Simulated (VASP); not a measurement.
# Sb (P6_3/mmc) in VASP: further runs

Runs on Sb. Level: LDA. Tasks: single point.

All numbers are computed with VASP 6.6.1; they aren't measurements. Logs are shortened: lines on timing, memory, paths and dates and some standing lists are left out, and cuts for length are marked.

### 1 The cell of the first run

It takes space group P6_3/mmc (No. 194, hexagonal). The conventional cell has a = 3.323 Å, b = 3.323 Å, c = 5.258 Å, α = 90.00°, β = 90.00°, γ = 120.00°. Within 4.3 Å of Sb (site symmetry -6m2) lie 12 Sb at 3.25 to 3.32 Å.

### 2 Single point, LDA (volume scaled by 0.96)

Input file INCAR:

```
ALGO = Normal
EDIFF = 1E-7
ENCUT = 520
ISIF = 2
ISMEAR = -1
LASPH = True
LCHARG = False
LREAL = False
LWAVE = False
NBANDS = 12
NELM = 100
PREC = Accurate
SIGMA = 0.03
```

Input file KPOINTS:

```
k-points
0
Gamma
  12 12 7
```

Input file POSCAR:

```
Sb
1.0
    3.3234675684      0.0000000000      0.0000000000
   -1.6617337843      2.8782073429      0.0000000000
    0.0000000000      0.0000000000      5.2579641425
Sb
2
Direct
    0.3333333333      0.6666666667      0.2500000000
    0.6666666667      0.3333333333      0.7500000000
```

Potentials or basis: VASP PAW LDA potentials, release 64 (Sb).

The run is started by

```bash
$ cat potpaw_LDA.64/Sb/POTCAR > POTCAR
$ mpirun -np 1 vasp_std > vasp.out
```

OUTCAR:

```text
EDIFF = 1E-7
   ENCUT = 520
   ISIF = 2
   ISMEAR = -1
   LASPH = True
   LREAL = False
   NELM = 100
   PREC = Accurate

 ion  position               nearest neighbor table
   1  0.333  0.667  0.250-   2 3.25   2 3.25   2 3.25   2 3.25   2 3.25   2 3.25
   2  0.667  0.333  0.750-   1 3.25   1 3.25   1 3.25   1 3.25   1 3.25   1 3.25

  LATTYP: Found a hexagonal cell.
 ALAT       =     3.3234675684
 C/A-ratio  =     1.5820717471

  Lattice vectors:

 A1 = (   3.3234675684,   0.0000000000,   0.0000000000)
 A2 = (  -1.6617337843,   2.8782073429,   0.0000000000)
 A3 = (   0.0000000000,   0.0000000000,   5.2579641425)

Analysis of symmetry for initial positions (statically):
=====================================================================
 Subroutine PRICEL returns:
 Original cell was already a primitive cell.

 Routine SETGRP: Setting up the symmetry group for a
 hexagonal supercell.

 Subroutine GETGRP returns: Found 24 space group operations
 (whereof 12 operations were pure point group operations)
 out of a pool of 24 trial point group operations.

The static configuration has the point symmetry D_3d.
 The point group associated with its full space group is D_6h.

Analysis of symmetry for dynamics (positions and initial velocities):
=====================================================================
 Subroutine PRICEL returns:
 Original cell was already a primitive cell.

 Routine SETGRP: Setting up the symmetry group for a
 hexagonal supercell.

 Subroutine GETGRP returns: Found 24 space group operations
 (whereof 12 operations were pure point group operations)
 out of a pool of 24 trial point group operations.

The dynamic configuration has the point symmetry D_3d.
 The point group associated with its full space group is D_6h.

 Subroutine INISYM returns: Found 24 space group operations
 (whereof 12 operations are pure point group operations),
 and found     1 'primitive' translations

----------------------------------------------------------------------------------------

                                     Primitive cell

  volume of cell :      50.2957

  direct lattice vectors                    reciprocal lattice vectors
     3.323467568  0.000000000  0.000000000     0.300890555  0.173719243  0.000000000
    -1.661733784  2.878207343  0.000000000     0.000000000  0.347438485  0.000000000
     0.000000000  0.000000000  5.257964142     0.000000000  0.000000000  0.190187680

  length of vectors
     3.323467568  3.323467568  5.257964142     0.347438485  0.347438485  0.190187680

  position of ions in fractional coordinates (direct lattice)
     0.333333333  0.666666667  0.250000000
     0.666666667  0.333333333  0.750000000

  ion indices of the primitive-cell ions
   primitive index   ion index
                 1           1
                 2           2

----------------------------------------------------------------------------------------

 KPOINTS: k-points

Automatic generation of k-mesh.
 Grid dimensions read from file:
 generate k-points for:   12   12    7

 Generating k-lattice:

  Cartesian coordinates                     Fractional coordinates (reciprocal lattice)
     0.025074213  0.014476604  0.000000000     0.083333333  0.000000000  0.000000000
     0.000000000  0.028953207  0.000000000     0.000000000  0.083333333  0.000000000
     0.000000000  0.000000000  0.027169669     0.000000000  0.000000000  0.142857143

  Length of vectors
     0.028953207  0.028953207  0.027169669

  Shift w.r.t. Gamma in fractional coordinates (k-lattice)
     0.000000000  0.000000000  0.000000000

 Subroutine IBZKPT returns following result:
 ===========================================

 Found     76 irreducible k-points:

 Following reciprocal coordinates:
            Coordinates               Weight
  0.000000  0.000000  0.000000      1.000000
  0.083333  0.000000  0.000000      6.000000
  0.166667  0.000000  0.000000      6.000000
  0.250000  0.000000  0.000000      6.000000
  0.333333  0.000000  0.000000      6.000000
  0.416667  0.000000  0.000000      6.000000
[... 16 lines left out ...]
  0.250000  0.000000  0.142857     12.000000
  0.333333  0.000000  0.142857     12.000000
 [... further k-points ...]
   k-points           NKPTS =     76   k-points in BZ     NKDIM =     76   number of bands    NBANDS=     12
   number of dos      NEDOS =    301   number of ions     NIONS =      2
   total plane-waves  NPLWV =  31360
   dimension x,y,z NGX =    28 NGY =   28 NGZ =   40
   dimension x,y,z NGXF=    56 NGYF=   56 NGZF=   80
   ions per type =               2
   NGX,Y,Z   is equivalent  to a cutoff of  14.01, 14.01, 12.65 a.u.
   NGXF,Y,Z  is equivalent  to a cutoff of  28.01, 28.01, 25.29 a.u.
 SYSTEM =  unknown system
   PREC   = accura    normal or accurate (medium, high low for compatibility)
   ISTART =      0    job   : 0-new  1-cont  2-samecut
   ICHARG =      2    charge: 1-file 2-atom 10-const
   ISPIN  =      1    spin polarized calculation?
   LNONCOLLINEAR =      F non collinear calculations
   LSORBIT =      F    spin-orbit coupling
   LASPH  =      T    aspherical Exc in radial PAW
   ENCUT  =  520.0 eV  38.22 Ry    6.18 a.u.   6.18  6.18  9.78*2*pi/ulx,y,z
   NELM   =    100;   NELMIN=  2; NELMDL= -5     # of ELM steps
   EDIFF  = 0.1E-06   stopping-criterion for ELM
   LREAL  =      F    real-space projection
   EDIFFG = 0.1E-05   stopping-criterion for IOM
   NSW    =      0    number of steps for IOM
   IBRION =     -1    ionic relax: 0-MD 1-quasi-New 2-CG
   NFREE  =      0    steps in history (QN), initial steepest desc. (CG)
   ISIF   =      2    stress and relaxation
   ISYM   =      2    0-nonsym 1-usesym 2-fastsym
   POTIM  = 0.5000    time-step for ionic-motion
   TEBEG  =    0.0;   TEEND  =   0.0 temperature during run
   PSTRESS=    0.0 pullay stress
   NELECT =      10.0000    total number of electrons
   NUPDOWN=      -1.0000    fix difference up-down
   EMIN   =  10.00;   EMAX   =-10.00  energy-range for DOS
   EFERMI =   0.00;   METHOD = LEGACY
   ISMEAR =    -1;   SIGMA  =   0.03  broadening in eV -4-tet -1-fermi 0-gaus
   EFERMI_NEDOS =   21; number of points for ismear=-14 and -15
   IALGO  =     38    algorithm
   IMIX   =      4    mixing-type and parameters
     AMIX     =   0.40;   BMIX     =  1.00
     AMIX_MAG =   1.60;   BMIX_MAG =  1.00
  volume/ion in A,a.u.               =      25.15       169.71
  Fermi-wavevector in a.u.,A,eV,Ry     =   0.955501  1.805635 12.421875  0.912982
  Thomas-Fermi vector in A             =   2.084344
   LORBIT       =      0    0 simple, 1 ext, 2 COOP (PROOUT), +10 PAW based schemes
   GGA     = CA    functional components
   LHFCALC =     F    Hartree Fock is set to
   AEXX    =    0.0000 exact exchange contribution
   IVDW    =     0    specifies the selected vdW correction
   LEPSILON=     F    determine dielectric tensor
   LRPA    =     F    only Hartree local field effects (RPA)
 non-spin polarized calculation
  energy-cutoff  :      520.00
  volume of cell :       50.30
 maximum number of plane-waves:      1387
 NGX is ok and might be reduce to    28
   NGX = 13   NGY = 13   NGZ = 19

 number of electron      10.0000000 magnetization

 Free energy of the ion-electron system (eV)
  ---------------------------------------------------
  ext. energy  EPLUGINS =         0.00000000
  ---------------------------------------------------
  free energy    TOTEN  =        -9.14495916 eV

  energy without entropy =       -9.14137265  energy(sigma->0) =       -9.14316591

 E-fermi :   9.3689     XC(G=0): -10.6659

 val. band max:        9.3615203083   @ k =   0.1667   0.0000   0.0000
 cond. band min:       9.3801858394   @ k =   0.4167   0.0833   0.0000
 fundamental gap:      0.0186655311
 Fermi energy:         9.3689050317

 k-point     1 :       0.0000    0.0000    0.0000
  band No.  band energies     occupation
      1      -4.1607      2.00000
      2       0.2868      2.00000
      3       3.1597      2.00000
      4      12.7924      0.00000
      5      12.7924      0.00000
      6      14.6637      0.00000
      7      14.6637      0.00000
      8      15.6657      0.00000
      9      16.9102      0.00000
     10      18.2067      0.00000
     11      19.2480      0.00000
     12      19.2480      0.00000

 k-point     2 :       0.0833    0.0000    0.0000
  band No.  band energies     occupation
      1      -4.0340      2.00000
      2       0.3961      2.00000
      3       3.2926      2.00000
      4      11.5455      0.00000
      5      12.3083      0.00000
      6      14.0368      0.00000
      7      14.8335      0.00000
      8      15.4258      0.00000
      9      17.2984      0.00000
     10      18.0440      0.00000
     11      19.2198      0.00000
     12      19.7477      0.00000

 k-point     3 :       0.1667    0.0000    0.0000
  band No.  band energies     occupation
      1      -3.6553      2.00000
      2       0.7154      2.00000
      3       3.6880      2.00000
      4       9.3615      1.12246
      5      11.4344      0.00000
      6      12.5705      0.00000
      7      14.5639      0.00000
      8      14.7287      0.00000
      9      15.9989      0.00000
     10      18.6410      0.00000
     11      19.1236      0.00000
     12      19.7057      0.00000
[... 286 lines left out ...]
 k-point    23 :       0.2500    0.0000    0.1429
  band No.  band energies     occupation
      1      -2.9177      2.00000
      2       0.6510      2.00000
      3       5.0317      2.00000
      4       7.3837      2.00000
      5      10.2774      0.00000
      6      10.7275      0.00000
      7      13.2424      0.00000
      8      13.9117      0.00000
      9      15.0971      0.00000
     10      17.2879      0.00000
     11      18.2249      0.00000
     12      19.5392      0.00000

 k-point    24 :       0.3333    0.0000    0.1429
  band No.  band energies     occupation
      1      -2.0638      2.00000
      2       1.2705      2.00000
      3       4.9735      2.00000
      4       6.4070      2.00000
      5       8.3693      2.00000
      6      10.0934      0.00000
      7      11.9682      0.00000
      8      13.3887      0.00000
      9      14.3204      0.00000
     10      16.6900      0.00000
     11      18.4194      0.00000
     12      19.1500      0.00000

 [... further k-points ...]
[... 5 lines left out ...]
  --------------------------------------------------------------------------------------
  -------------------------------------------------------------------------------------
  Total        0.7187029      0.7187029      0.2063745     -0.0000000      0.0000000      0.0000000
  in kB       22.8943788     22.8943788      6.5740882     -0.0000000      0.0000000      0.0000000
  external PRESSURE =      17.4542819 kB  Pullay stress =       0.0000000 kB

 VOLUME and BASIS-vectors are now :
 -----------------------------------------------------------------------------
  energy-cutoff  :      520.00
  volume of cell :       50.30
      direct lattice vectors                 reciprocal lattice vectors
     3.323467568  0.000000000  0.000000000     0.300890555  0.173719243  0.000000000
    -1.661733784  2.878207343  0.000000000     0.000000000  0.347438485  0.000000000
     0.000000000  0.000000000  5.257964142     0.000000000  0.000000000  0.190187680

 POSITION                                       TOTAL-FORCE (eV/Angst)
 -----------------------------------------------------------------------------------
     -0.00000      1.91880      1.31449         0.000000      0.000000      0.000000
      1.66173      0.95940      3.94347        -0.000000      0.000000      0.000000
 -----------------------------------------------------------------------------------
    total drift:                               -0.000000      0.000000      0.000000

  FREE ENERGIE OF THE ION-ELECTRON SYSTEM (eV)
  ---------------------------------------------------
  free  energy   TOTEN  =        -9.1449591647 eV

  energy  without entropy=       -9.1413726526  energy(sigma->0) =       -9.14316591
```

Wall time 41 s (1 thread of AMD EPYC 7R43 (Zen 3), shared host); peak memory 0.13 GiB.

What came out:

| Property | Result |
| --- | --- |
| Free energy | -9.1450 eV |
| Pressure | 1.7 GPa |
| Band gap on the k mesh | zero (band 5 reaches 13.51 eV, above the bottom of band 6 at 6.27 eV) |

Stress tensor (GPa, compression positive):
```
2.29 0.00 0.00
0.00 2.29 0.00
0.00 0.00 0.66
```

Caveat: spin-orbit coupling is left out, which moves the levels of the heavy elements.

### 3 Single point, LDA (volume scaled by 0.98)

Input file INCAR:

```
  ALGO = Normal
  EDIFF = 1E-6
  ENCUT = 520
  GGA = CA
  ISIF = 2
  ISMEAR = -1
  LASPH = T
  LCHARG = F
  LREAL = F
  LWAVE = F
  NBANDS = 12
  NELM = 80
  PREC = Accurate
  SIGMA = 0.03
```

KPOINTS is that of step 2.

Input file POSCAR:

```
Sb
1.0
    3.3463887588      0.0000000000      0.0000000000
   -1.6731943794      2.8980576760      0.0000000000
    0.0000000000      0.0000000000      5.2942271101
Sb
2
Direct
    0.3333333333      0.6666666667      0.2500000000
    0.6666666667      0.3333333333      0.7500000000
```

Potentials or basis: VASP PAW LDA potentials, release 64 (Sb).

The run is started by

```bash
$ cat potpaw_LDA.64/Sb/POTCAR > POTCAR
$ mpirun -np 1 vasp_std > vasp.out
```

OUTCAR:

```text
EDIFF = 1E-6
   ENCUT = 520
   GGA = CA
   ISIF = 2
   ISMEAR = -1
   LASPH = T
   LREAL = F
   NELM = 80
   PREC = Accurate

 ion  position               nearest neighbor table
   1  0.333  0.667  0.250-   2 3.28   2 3.28   2 3.28   2 3.28   2 3.28   2 3.28
   2  0.667  0.333  0.750-   1 3.28   1 3.28   1 3.28   1 3.28   1 3.28   1 3.28

  LATTYP: Found a hexagonal cell.
 ALAT       =     3.3463887588
 C/A-ratio  =     1.5820717471

  Lattice vectors:

 A1 = (   3.3463887588,   0.0000000000,   0.0000000000)
 A2 = (  -1.6731943794,   2.8980576760,   0.0000000000)
 A3 = (   0.0000000000,   0.0000000000,   5.2942271101)

Analysis of symmetry for initial positions (statically):
=====================================================================
 Subroutine PRICEL returns:
 Original cell was already a primitive cell.

 Routine SETGRP: Setting up the symmetry group for a
 hexagonal supercell.

 Subroutine GETGRP returns: Found 24 space group operations
 (whereof 12 operations were pure point group operations)
 out of a pool of 24 trial point group operations.

The static configuration has the point symmetry D_3d.
 The point group associated with its full space group is D_6h.

Analysis of symmetry for dynamics (positions and initial velocities):
=====================================================================
 Subroutine PRICEL returns:
 Original cell was already a primitive cell.

 Routine SETGRP: Setting up the symmetry group for a
 hexagonal supercell.

 Subroutine GETGRP returns: Found 24 space group operations
 (whereof 12 operations were pure point group operations)
 out of a pool of 24 trial point group operations.

The dynamic configuration has the point symmetry D_3d.
 The point group associated with its full space group is D_6h.

 Subroutine INISYM returns: Found 24 space group operations
 (whereof 12 operations are pure point group operations),
 and found     1 'primitive' translations

[... 115 lines left out ...]
  volume/ion in A,a.u.               =      25.67       173.24
  Fermi-wavevector in a.u.,A,eV,Ry     =   0.948956  1.793267 12.252290  0.900518
  Thomas-Fermi vector in A             =   2.077194
   LORBIT       =      0    0 simple, 1 ext, 2 COOP (PROOUT), +10 PAW based schemes
   GGA     = CA    functional components
   LHFCALC =     F    Hartree Fock is set to
   AEXX    =    0.0000 exact exchange contribution
   IVDW    =     0    specifies the selected vdW correction
   LEPSILON=     F    determine dielectric tensor
   LRPA    =     F    only Hartree local field effects (RPA)
 non-spin polarized calculation
  energy-cutoff  :      520.00
  volume of cell :       51.34
 maximum number of plane-waves:      1406
 NGX is ok and might be reduce to    28
   NGX = 13   NGY = 13   NGZ = 19

 number of electron      10.0000000 magnetization

 Free energy of the ion-electron system (eV)
  ---------------------------------------------------
  ext. energy  EPLUGINS =         0.00000000
  ---------------------------------------------------
  free energy    TOTEN  =        -9.15118294 eV

  energy without entropy =       -9.14795757  energy(sigma->0) =       -9.14957025

 E-fermi :   9.0801     XC(G=0): -10.5762

 val. band max:        9.0672364588   @ k =   0.1667   0.0000   0.0000
 cond. band min:       9.0867263522   @ k =   0.3333   0.2500   0.0000
 fundamental gap:      0.0194898934
 Fermi energy:         9.0800541316

 k-point     1 :       0.0000    0.0000    0.0000
  band No.  band energies     occupation
      1      -4.2758      2.00000
      2       0.0419      2.00000
      3       3.0083      2.00000
      4      12.4148      0.00000
      5      12.4148      0.00000
      6      14.2412      0.00000
      7      14.2412      0.00000
      8      15.1953      0.00000
      9      16.5311      0.00000
     10      17.8970      0.00000
     11      18.8723      0.00000
     12      18.8723      0.00000
[... 331 lines left out ...]
 k-point    24 :       0.3333   -0.0000    0.1429
  band No.  band energies     occupation
      1      -2.2241      2.00000
      2       1.0010      2.00000
      3       4.7691      2.00000
      4       6.1874      2.00000
      5       8.0624      2.00000
      6       9.7933      0.00000
      7      11.6336      0.00000
      8      12.9977      0.00000
      9      14.0330      0.00000
     10      16.3373      0.00000
     11      18.0614      0.00000
     12      18.7986      0.00000

 [... further k-points ...]
[... 5 lines left out ...]
  --------------------------------------------------------------------------------------
  -------------------------------------------------------------------------------------
  Total        0.2227624      0.2227624     -0.2896886      0.0000000      0.0000000      0.0000000
  in kB        6.9513088      6.9513088     -9.0397416      0.0000000      0.0000000      0.0000000
  external PRESSURE =       1.6209587 kB  Pullay stress =       0.0000000 kB

 VOLUME and BASIS-vectors are now :
 -----------------------------------------------------------------------------
  energy-cutoff  :      520.00
  volume of cell :       51.34
      direct lattice vectors                 reciprocal lattice vectors
     3.346388759  0.000000000  0.000000000     0.298829596  0.172529348  0.000000000
    -1.673194379  2.898057676  0.000000000     0.000000000  0.345058695  0.000000000
     0.000000000  0.000000000  5.294227110     0.000000000  0.000000000  0.188884983

 POSITION                                       TOTAL-FORCE (eV/Angst)
 -----------------------------------------------------------------------------------
     -0.00000      1.93204      1.32356         0.000000     -0.000000      0.000000
      1.67319      0.96602      3.97067        -0.000000      0.000000      0.000000
 -----------------------------------------------------------------------------------
    total drift:                               -0.000000      0.000000      0.000000

  FREE ENERGIE OF THE ION-ELECTRON SYSTEM (eV)
  ---------------------------------------------------
  free  energy   TOTEN  =        -9.1511829402 eV

  energy  without entropy=       -9.1479575663  energy(sigma->0) =       -9.14957025
```

stdout:

```text
POSCAR found type information on POSCAR Sb
 POSCAR found :  1 types and       2 ions
 scaLAPACK will be used
 LDA part: xc-table for (Slater(with rela. corr.)+CA(PZ))
 , standard interpolation
 POSCAR, INCAR and KPOINTS ok, starting setup
 FFT: planning ... GRIDC
 FFT: planning ... GRID_SOFT
 FFT: planning ... GRID
 WAVECAR not read
 entering main loop
```

It took 36 s on 1 thread of AMD EPYC 7R43 (Zen 3), shared host; peak memory 0.14 GiB.

Results:

* Free energy: -9.1512 eV
* Pressure: 0.2 GPa
* Band gap on the k mesh: zero (band 5 reaches 13.12 eV, above the bottom of band 6 at 6.06 eV)

Stress tensor (GPa, compression positive):
```
 0.70  0.00  0.00
 0.00  0.70  0.00
 0.00  0.00 -0.90
```

Levels at points of the mesh, in eV from the Fermi level:
```csv
k point,band 2,band 3,band 4,band 5,band 6,band 7,band 8,band 9
"(0.00, 0.00, 0.00)",-9.04,-6.07,3.33,3.33,5.16,5.16,6.12,7.45
"(0.50, 0.00, 0.00)",-8.31,-4.30,-2.97,-2.47,-0.22,0.08,3.80,4.25
```

Caveat: spin-orbit coupling is left out, which moves the levels of the heavy elements.

[end of part 1 of 2]
